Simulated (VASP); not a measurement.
# MnO (Fm-3m) in VASP: single point with r2SCAN

Aim: the single point of MnO with r2SCAN.

Program: VASP 6.6.1. These are calculated values, not measurements. Logs are shortened: lines on timing, memory, paths and dates and some standing lists are left out, and cuts for length are marked.

## (1) The cell of the first run

It takes space group Fm-3m (No. 225, cubic). Conventional cell: a = 4.339 Å, b = 4.339 Å, c = 4.339 Å, α = 90.00°, β = 90.00°, γ = 90.00°. Within 2.9 Å of Mn (site symmetry m-3m) lie 6 O at 2.17 Å. Within 2.9 Å of O (site symmetry m-3m) lie 6 Mn at 2.17 Å.

## (2) Single point, r2SCAN, collinear spin, ferromagnetic start

Input file POSCAR:

```
MnO
1.0
    0.0000000000     -2.1694607566     -2.1694607566
    2.1694607566      0.0000000000     -2.1694607566
    2.1694607566     -2.1694607566      0.0000000000
Mn O
1 1
Direct
    0.0000000000      0.0000000000      0.0000000000
    0.5000000000      0.5000000000      0.5000000000
```

Input file INCAR.step1:

```
SYSTEM = MnO
ALGO = Normal ; EDIFF = 1E-5
ENCUT = 660 ; GGA = PE
GGA_COMPAT = .FALSE. ; ISMEAR = 0
ISPIN = 2 ; LASPH = .TRUE.
LCHARG = .FALSE. ; LMAXMIX = 4
LREAL = .FALSE. ; LWAVE = .TRUE.
MAGMOM = 4.41 0.25 ; NBANDS = 20
NELM = 200 ; PREC = Accurate
SIGMA = 0.1
```

Input file INCAR.step2:

```
SYSTEM = MnO
ALGO = Normal ; EDIFF = 1E-6
ENCUT = 660 ; GGA_COMPAT = .FALSE.
ISIF = 2 ; ISMEAR = 0
ISPIN = 2 ; ISTART = 1
LASPH = .TRUE. ; LCHARG = .FALSE.
LMAXMIX = 4 ; LMIXTAU = .TRUE.
LORBIT = 11 ; LREAL = .FALSE.
LWAVE = .FALSE. ; MAGMOM = 4.41 0.25
METAGGA = R2SCAN ; NBANDS = 20
NELM = 200 ; PREC = Accurate
SIGMA = 0.1
```

Input file KPOINTS:

```
k-points
0
G
  16 16 16
  0 0 0
```

Potentials or basis: VASP PAW PBE potentials, release 64 (Mn_pv, O).

The run is started by

```
$ cat potpaw_PBE.64/Mn_pv/POTCAR potpaw_PBE.64/O/POTCAR > POTCAR
$ cp INCAR.step1 INCAR
$ mpirun -np 1 vasp_std > vasp.out
$ cp INCAR.step2 INCAR
$ mpirun -np 1 vasp_std > vasp.out
```

OUTCAR:

```text
SYSTEM = MnO
   EDIFF = 1E-6
   ENCUT = 660
   ISIF = 2
   ISMEAR = 0
   ISPIN = 2
   ISTART = 1
   LASPH = .TRUE.
   LORBIT = 11
   LREAL = .FALSE.
   METAGGA = R2SCAN
   NELM = 200
   PREC = Accurate

 ion  position               nearest neighbor table
   1  0.000  0.000  0.000-   2 2.17   2 2.17   2 2.17   2 2.17   2 2.17   2 2.17
   2  0.500  0.500  0.500-   1 2.17   1 2.17   1 2.17   1 2.17   1 2.17   1 2.17

  LATTYP: Found a face centered cubic cell.
 ALAT       =     4.3389215132

  Lattice vectors:

 A1 = (   0.0000000000,  -2.1694607566,  -2.1694607566)
 A2 = (   2.1694607566,   0.0000000000,  -2.1694607566)
 A3 = (   2.1694607566,  -2.1694607566,   0.0000000000)

Analysis of symmetry for initial positions (statically):
=====================================================================
 Subroutine PRICEL returns:
 Original cell was already a primitive cell.

 Routine SETGRP: Setting up the symmetry group for a
 face centered cubic supercell.

 Subroutine GETGRP returns: Found 48 space group operations
 (whereof 48 operations were pure point group operations)
 out of a pool of 48 trial point group operations.

The static configuration has the point symmetry O_h .

Analysis of symmetry for dynamics (positions and initial velocities):
=====================================================================
 Subroutine PRICEL returns:
 Original cell was already a primitive cell.

 Routine SETGRP: Setting up the symmetry group for a
 face centered cubic supercell.

 Subroutine GETGRP returns: Found 48 space group operations
 (whereof 48 operations were pure point group operations)
 out of a pool of 48 trial point group operations.

The dynamic configuration has the point symmetry O_h .

Analysis of structural, dynamic, and magnetic symmetry:
=====================================================================
 Subroutine PRICEL returns:
 Original cell was already a primitive cell.

 Routine SETGRP: Setting up the symmetry group for a
 face centered cubic supercell.

 Subroutine GETGRP returns: Found 48 space group operations
 (whereof 48 operations were pure point group operations)
 out of a pool of 48 trial point group operations.

The overall configuration has the point symmetry O_h .

 Subroutine INISYM returns: Found 48 space group operations
 (whereof 48 operations are pure point group operations),
 and found     1 'primitive' translations

----------------------------------------------------------------------------------------

                                     Primitive cell
[... 114 lines left out ...]
  Thomas-Fermi vector in A             =   2.695686
   LORBIT       =     11    0 simple, 1 ext, 2 COOP (PROOUT), +10 PAW based schemes
   METAGGA = R2SCAN    functional components
   LHFCALC =     F    Hartree Fock is set to
   AEXX    =    0.0000 exact exchange contribution
   IVDW    =     0    specifies the selected vdW correction
   LEPSILON=     F    determine dielectric tensor
   LRPA    =     F    only Hartree local field effects (RPA)
 spin polarized calculation
 Gauss-broadening in eV      SIGMA  =   0.10
  energy-cutoff  :      660.00
  volume of cell :       20.42
 maximum number of plane-waves:       817
 NGX is ok and might be reduce to    28
   NGX = 13   NGY = 13   NGZ = 13

 number of electron      19.0000002 magnetization       4.9541499

 Free energy of the ion-electron system (eV)
  ---------------------------------------------------
  ext. energy  EPLUGINS =         0.00000000
  ---------------------------------------------------
  free energy    TOTEN  =       -24.42361296 eV

  energy without entropy =      -24.42152774  energy(sigma->0) =      -24.42257035

 E-fermi :   8.4276     XC(G=0): -12.9850

 val. band max:        8.4147698875   @ k =  -0.3125   0.1875   0.0000
 cond. band min:       8.4399325145   @ k =  -0.3750   0.1250   0.0000
 fundamental gap:      0.0251626270
 Fermi energy:         8.4276201981

 spin component 1

 k-point     1 :       0.0000    0.0000    0.0000
  band No.  band energies     occupation
      1     -44.2556      1.00000
      2     -44.2556      1.00000
      3     -44.2556      1.00000
      4     -13.6374      1.00000
      5       4.0731      1.00000
      6       4.0731      1.00000
[... 541 lines left out ...]
     19      30.0758      0.00000
     20      31.6190      0.00000

 [... further k-points ...]

 spin component 2

 k-point     1 :       0.0000    0.0000    0.0000
  band No.  band energies     occupation
      1     -37.9356      1.00000
      2     -37.9356      1.00000
      3     -37.9356      1.00000
      4     -13.0750      1.00000
      5       4.6890      1.00000
      6       4.6890      1.00000
[... 541 lines left out ...]
     19      32.6810      0.00000
     20      34.5984      0.00000

 [... further k-points ...]

------------------------ aborting loop because EDIFF is reached ----------------------------------------

  FORCE on cell =-STRESS in cart. coord.  units (eV):
  Direction    XX          YY          ZZ          XY          YZ          ZX
  --------------------------------------------------------------------------------------
  -------------------------------------------------------------------------------------
  Total        1.7650400      1.7650400      1.7650400      0.0000000     -0.0000000      0.0000000
  in kB      138.4776664    138.4776664    138.4776664      0.0000000     -0.0000000      0.0000000
  external PRESSURE =     138.4776664 kB  Pullay stress =       0.0000000 kB

 VOLUME and BASIS-vectors are now :
 -----------------------------------------------------------------------------
  energy-cutoff  :      660.00
  volume of cell :       20.42
      direct lattice vectors                 reciprocal lattice vectors
     0.000000000 -2.169460757 -2.169460757    -0.230472019 -0.230472019 -0.230472019
     2.169460757  0.000000000 -2.169460757     0.230472019  0.230472019 -0.230472019
     2.169460757 -2.169460757  0.000000000     0.230472019 -0.230472019  0.230472019

 POSITION                                       TOTAL-FORCE (eV/Angst)
 -----------------------------------------------------------------------------------
      0.00000      0.00000      0.00000         0.000000      0.000000      0.000000
      2.16946     -2.16946     -2.16946        -0.000000     -0.000000     -0.000000
 -----------------------------------------------------------------------------------
    total drift:                                0.000000     -0.000000     -0.000000

  FREE ENERGIE OF THE ION-ELECTRON SYSTEM (eV)
  ---------------------------------------------------
  free  energy   TOTEN  =       -24.4236129595 eV

  energy  without entropy=      -24.4215277398  energy(sigma->0) =      -24.42257035

 total charge

# of ion       s       p       d       tot
------------------------------------------
    1        0.223   6.198   5.004  11.425
    2        1.557   3.508   0.000   5.065
--------------------------------------------------
tot          1.780   9.706   5.004  16.490

 magnetization (x)

# of ion       s       p       d       tot
------------------------------------------
    1        0.027   0.024   4.446   4.497
    2        0.034   0.214   0.000   0.248
--------------------------------------------------
tot          0.062   0.237   4.446   4.745
```

It took 18 min on 1 thread of Oxide Virtual Turin-like, shared host; peak memory 0.25 GiB.

Results:

```yaml
Free_energy: -24.4236 eV
Pressure: 13.8 GPa
Net_moment: 4.95 μB per cell
Site_moments: Mn +4.50; O +0.25 μB
Valence_electrons_inside_the_program's_atomic_spheres: Mn 11.43; O 5.07
```

Levels at points of the mesh, in eV from the Fermi level:
Spin up:
```tsv
k point	band 8	band 9	band 10	band 11	band 12	band 13	band 14	band 15	band 16	band 17
(0.00, 0.00, 0.00)	-3.80	-3.80	-3.80	-3.23	-3.23	0.08	14.76	17.50	17.50	17.50
(0.50, 0.00, 0.00)	-2.81	-2.81	-2.28	0.05	0.05	4.05	8.89	12.97	12.97	20.10
(0.50, 0.50, 0.00)	-4.88	-2.77	-2.51	-2.51	-2.29	5.93	8.82	11.18	15.23	15.23
```
Spin down:
```tsv
k point	band 5	band 6	band 7	band 8	band 9	band 10
(0.00, 0.00, 0.00)	-3.74	-3.74	-3.74	1.57	1.57	1.57
(0.50, 0.00, 0.00)	-8.13	-5.37	-5.37	3.00	3.10	3.10
(0.50, 0.50, 0.00)	-7.13	-4.84	-4.84	-0.37	3.07	3.41
```

Caveat: the cell stands under pressure; the PAW data sets were made with another functional, which shifts forces and pressure a little; a cell with one magnetic atom can't hold antiferromagnetic order, which such compounds often take; semilocal functionals often make such compounds metallic where correlation or magnetic order opens a gap, which also shifts bond lengths.
